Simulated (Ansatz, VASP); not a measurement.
# Two plane-wave programs on CaO

```
CELL_PARAMETERS angstrom
0.00000 2.37333 2.37333
2.37333 0.00000 2.37333
2.37333 2.37333 0.00000
ATOMIC_POSITIONS crystal
Ca 0.00000 0.00000 0.00000
O 0.50000 0.50000 0.50000
```

Alike in both runs: task single point; functional r2SCAN; k mesh 8 × 8 × 8; no spin polarisation.

|  | VASP | Ansatz |
| --- | --- | --- |
| version | VASP 6.6.1 | Ansatz 0.2.0 |
| potentials or method | VASP PAW PBE potentials, release 64 (Ca_sv, O_h) | plane waves, PAW |
| plane-wave cutoff (eV) | 910 | 500 |
| occupations | gaussian, width 0.01 eV | fixed |
| valence electrons in the cell | 16 | 16 |

```csv
,VASP,Ansatz,Ansatz less VASP
gap on the k mesh at the Fermi level (eV),4.18,4.19,+0.009
```

VASP's potentials were made for PBE, not for r2SCAN.

Noted on VASP's run: the cutoff is short for stress, so the pressure is rough.
